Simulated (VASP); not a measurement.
# HgTe (F-43m) in VASP: notebook

Runs on HgTe. Level: PBE. Tasks: single point.

Program: VASP 6.6.1. These are calculated values, not measurements. Logs are shortened: lines on timing, memory, paths and dates and some standing lists are left out, and cuts for length are marked.

## 1. The cell of the first run

It takes space group F-43m (No. 216, cubic). Conventional cell: a = 6.468 Å, b = 6.468 Å, c = 6.468 Å, α = 90.00°, β = 90.00°, γ = 90.00°. Hg (site symmetry -43m) has 4 Te at 2.80 Å within 3.7 Å. Te (site symmetry -43m) has 4 Hg at 2.80 Å within 3.7 Å.

## 2. Single point, PBE

INCAR

```
PREC     = Accurate       # precision mode
ENCUT    = 500            # plane-wave cutoff, eV
EDIFF    = 1E-6           # SCF threshold, eV
ISMEAR   = 0              # smearing method
SIGMA    = 0.05           # smearing width, eV
LREAL    = False          # projectors in reciprocal space
LASPH    = True           # aspherical terms in the spheres
NELM     = 120            # most SCF steps
ALGO     = Normal         # electronic algorithm
ISIF     = 2              # what is computed and relaxed
LWAVE    = False          # write WAVECAR
LCHARG   = False          # write CHGCAR
GGA      = PE             # functional
NBANDS   = 16             # bands
GGA_COMPAT= False
```

KPOINTS

```
regular mesh
0
Gamma
  6 6 6
```

POSCAR

```
HgTe
1.0
    0.0000000000      3.2342082585      3.2342082585
    3.2342082585      0.0000000000      3.2342082585
    3.2342082585      3.2342082585      0.0000000000
Hg Te
1 1
Direct
    0.0000000000      0.0000000000      0.0000000000
    0.2500000000      0.2500000000      0.2500000000
```

Potentials or basis: VASP PAW PBE potentials, release 64 (Hg, Te).

Command:

```
$ cat potpaw_PBE.64/Hg/POTCAR potpaw_PBE.64/Te/POTCAR > POTCAR
$ mpirun -np 1 vasp_std > vasp.out
```

OUTCAR:

```text
PREC = Accurate
   ENCUT = 500
   EDIFF = 1E-6
   ISMEAR = 0
   LREAL = False
   LASPH = True
   NELM = 120
   ISIF = 2
   GGA = PE

 ion  position               nearest neighbor table
   1  0.000  0.000  0.000-   2 2.80   2 2.80   2 2.80   2 2.80
   2  0.250  0.250  0.250-   1 2.80   1 2.80   1 2.80   1 2.80

  LATTYP: Found a face centered cubic cell.
 ALAT       =     6.4684165170

  Lattice vectors:

 A1 = (   0.0000000000,   3.2342082585,   3.2342082585)
 A2 = (   3.2342082585,   0.0000000000,   3.2342082585)
 A3 = (   3.2342082585,   3.2342082585,   0.0000000000)

Analysis of symmetry for initial positions (statically):
=====================================================================
 Subroutine PRICEL returns:
 Original cell was already a primitive cell.

 Routine SETGRP: Setting up the symmetry group for a
 face centered cubic supercell.

 Subroutine GETGRP returns: Found 24 space group operations
 (whereof 24 operations were pure point group operations)
 out of a pool of 48 trial point group operations.

The static configuration has the point symmetry T_d .

Analysis of symmetry for dynamics (positions and initial velocities):
=====================================================================
 Subroutine PRICEL returns:
 Original cell was already a primitive cell.

 Routine SETGRP: Setting up the symmetry group for a
 face centered cubic supercell.

 Subroutine GETGRP returns: Found 24 space group operations
 (whereof 24 operations were pure point group operations)
 out of a pool of 48 trial point group operations.

The dynamic configuration has the point symmetry T_d .

 Subroutine INISYM returns: Found 24 space group operations
 (whereof 24 operations are pure point group operations),
 and found     1 'primitive' translations

----------------------------------------------------------------------------------------

                                     Primitive cell

  volume of cell :      67.6603

  direct lattice vectors                    reciprocal lattice vectors
     0.000000000  3.234208258  3.234208258    -0.154597342  0.154597342  0.154597342
     3.234208258  0.000000000  3.234208258     0.154597342 -0.154597342  0.154597342
     3.234208258  3.234208258  0.000000000     0.154597342  0.154597342 -0.154597342

  length of vectors
     4.573861183  4.573861183  4.573861183     0.267770451  0.267770451  0.267770451
[... 70 lines left out ...]
   ENCUT  =  500.0 eV  36.75 Ry    6.06 a.u.   8.34  8.34  8.34*2*pi/ulx,y,z
   NELM   =    120;   NELMIN=  2; NELMDL= -5     # of ELM steps
   EDIFF  = 0.1E-05   stopping-criterion for ELM
   LREAL  =      F    real-space projection
   EDIFFG = 0.1E-04   stopping-criterion for IOM
   NSW    =      0    number of steps for IOM
   IBRION =     -1    ionic relax: 0-MD 1-quasi-New 2-CG
   NFREE  =      0    steps in history (QN), initial steepest desc. (CG)
   ISIF   =      2    stress and relaxation
   ISYM   =      2    0-nonsym 1-usesym 2-fastsym
   POTIM  = 0.5000    time-step for ionic-motion
   TEBEG  =    0.0;   TEEND  =   0.0 temperature during run
   PSTRESS=    0.0 pullay stress
   NELECT =      18.0000    total number of electrons
   NUPDOWN=      -1.0000    fix difference up-down
   EMIN   =  10.00;   EMAX   =-10.00  energy-range for DOS
   EFERMI =   0.00;   METHOD = LEGACY
   ISMEAR =     0;   SIGMA  =   0.05  broadening in eV -4-tet -1-fermi 0-gaus
   EFERMI_NEDOS =   21; number of points for ismear=-14 and -15
   IALGO  =     38    algorithm
   IMIX   =      4    mixing-type and parameters
     AMIX     =   0.40;   BMIX     =  1.00
     AMIX_MAG =   1.60;   BMIX_MAG =  1.00
  volume/ion in A,a.u.               =      33.83       228.30
  Fermi-wavevector in a.u.,A,eV,Ry     =   1.052901  1.989695 15.083436  1.108601
  Thomas-Fermi vector in A             =   2.188002
   LORBIT       =      0    0 simple, 1 ext, 2 COOP (PROOUT), +10 PAW based schemes
   GGA     = PE    functional components
   LHFCALC =     F    Hartree Fock is set to
   AEXX    =    0.0000 exact exchange contribution
   IVDW    =     0    specifies the selected vdW correction
   LEPSILON=     F    determine dielectric tensor
   LRPA    =     F    only Hartree local field effects (RPA)
 non-spin polarized calculation
 Gauss-broadening in eV      SIGMA  =   0.05
  energy-cutoff  :      500.00
  volume of cell :       67.66
 maximum number of plane-waves:      1759
 NGX is ok and might be reduce to    36
   NGX = 17   NGY = 17   NGZ = 17

 number of electron      18.0000002 magnetization

 Free energy of the ion-electron system (eV)
  ---------------------------------------------------
  ext. energy  EPLUGINS =         0.00000000
  ---------------------------------------------------
  free energy    TOTEN  =        -3.57616966 eV

  energy without entropy =       -3.57581257  energy(sigma->0) =       -3.57599111

 E-fermi :   3.0957     XC(G=0):  -8.7316

 val. band max:        3.0804381016   @ k =   0.0000   0.0000   0.0000
 cond. band min:       3.7843785181   @ k =   0.5000   0.0000   0.0000
 fundamental gap:      0.7039404164
 Fermi energy:         3.0956665790

 k-point     1 :       0.0000    0.0000    0.0000
  band No.  band energies     occupation
      1      -8.8908      2.00000
      2      -4.2658      2.00000
      3      -4.2658      2.00000
      4      -4.2658      2.00000
      5      -3.7391      2.00000
      6      -3.7391      2.00000
[... 281 lines left out ...]
      3      -3.9821      2.00000
      4      -3.8584      2.00000
      5      -3.7220      2.00000
      6      -3.1621      2.00000
[... 8 lines left out ...]
     15      13.9453      0.00000
     16      14.2282      0.00000

------------------------ aborting loop because EDIFF is reached ----------------------------------------

  FORCE on cell =-STRESS in cart. coord.  units (eV):
  Direction    XX          YY          ZZ          XY          YZ          ZX
  --------------------------------------------------------------------------------------
  -------------------------------------------------------------------------------------
  Total        1.5539848      1.5539848      1.5539848     -0.0000000      0.0000000     -0.0000000
  in kB       36.7979325     36.7979325     36.7979325     -0.0000000      0.0000000     -0.0000000
  external PRESSURE =      36.7979325 kB  Pullay stress =       0.0000000 kB

 VOLUME and BASIS-vectors are now :
 -----------------------------------------------------------------------------
  energy-cutoff  :      500.00
  volume of cell :       67.66
      direct lattice vectors                 reciprocal lattice vectors
     0.000000000  3.234208258  3.234208258    -0.154597342  0.154597342  0.154597342
     3.234208258  0.000000000  3.234208258     0.154597342 -0.154597342  0.154597342
     3.234208258  3.234208258  0.000000000     0.154597342  0.154597342 -0.154597342

 POSITION                                       TOTAL-FORCE (eV/Angst)
 -----------------------------------------------------------------------------------
      0.00000      0.00000      0.00000        -0.000000     -0.000000     -0.000000
      1.61710      1.61710      1.61710         0.000000      0.000000      0.000000
 -----------------------------------------------------------------------------------
    total drift:                               -0.000000     -0.000000     -0.000000

  FREE ENERGIE OF THE ION-ELECTRON SYSTEM (eV)
  ---------------------------------------------------
  free  energy   TOTEN  =        -3.5761696591 eV

  energy  without entropy=       -3.5758125704  energy(sigma->0) =       -3.57599111
```

Run time: 24 s. Hardware: 1 thread of Intel Xeon 8259CL, shared host; peak memory 0.2 GiB.

What came out:

```
Free energy            : -3.5762 eV
Pressure               : 3.7 GPa
Band gap on the k mesh : zero (filled and empty bands touch)
```

Levels at points of the mesh, in eV from the Fermi level:
```tsv
k point	band 5	band 6	band 7	band 8	band 9	band 10	band 11	band 12	band 13	band 14
(0.00, 0.00, 0.00)	-6.83	-6.83	-0.75	-0.02	-0.02	-0.02	4.22	4.22	4.22	6.47
(0.50, 0.00, 0.00)	-6.81	-6.53	-5.49	-1.00	-1.00	0.69	5.02	5.02	6.85	7.88
(0.50, 0.50, 0.00)	-6.77	-6.38	-5.44	-2.28	-2.28	1.88	2.48	8.20	8.84	8.84
```

Caveat: the cell stands under pressure; semilocal functionals underestimate gaps, so a narrow gap can read as zero; spin-orbit coupling is left out, which moves the levels of the heavy elements.

## 3. Single point, PBE (34.64 Å³/atom)

This run uses another cell than the first one, of 34.64 Å³/atom.

INCAR

```
PREC = Accurate ; ENCUT = 500
EDIFF = 1E-6 ; ISMEAR = 0
SIGMA = 0.05 ; LREAL = False
LASPH = True ; NELM = 120
ALGO = Normal ; ISIF = 2
LWAVE = False ; LCHARG = False
GGA = PE ; NBANDS = 16
GGA_COMPAT = False
```

KPOINTS

```
Automatic mesh
0
Gamma
  6 6 6
```

POSCAR

```
HgTe
1.0
    0.0000000000      3.2599372861      3.2599372861
    3.2599372861      0.0000000000      3.2599372861
    3.2599372861      3.2599372861      0.0000000000
Hg Te
1 1
Direct
    0.0000000000      0.0000000000      0.0000000000
    0.2500000000      0.2500000000      0.2500000000
```

Potentials or basis: VASP PAW PBE potentials, release 64 (Hg, Te).

Command:

```
$ cat potpaw_PBE.64/Hg/POTCAR potpaw_PBE.64/Te/POTCAR > POTCAR
$ mpirun -np 1 vasp_std > vasp.out
```

Wall time 28 s (1 thread of Intel Xeon 8259CL, shared host); peak memory 0.21 GiB.

It converged, with:

```yaml
Free_energy: -3.6079 eV
Pressure: 2.5 GPa
Band_gap_on_the_k_mesh: zero (filled and empty bands touch)
```

Levels at points of the mesh, in eV from the Fermi level:
```tsv
k point	band 5	band 6	band 7	band 8	band 9	band 10	band 11	band 12	band 13	band 14
(0.00, 0.00, 0.00)	-6.73	-6.73	-0.81	-0.02	-0.02	-0.02	4.26	4.26	4.26	6.48
(0.50, 0.00, 0.00)	-6.71	-6.44	-5.34	-0.95	-0.95	0.69	5.04	5.04	6.85	7.83
(0.50, 0.50, 0.00)	-6.67	-6.30	-5.31	-2.18	-2.18	1.89	2.54	8.11	8.74	8.74
```

Caveat: semilocal functionals underestimate gaps, so a narrow gap can read as zero; spin-orbit coupling is left out, which moves the levels of the heavy elements.
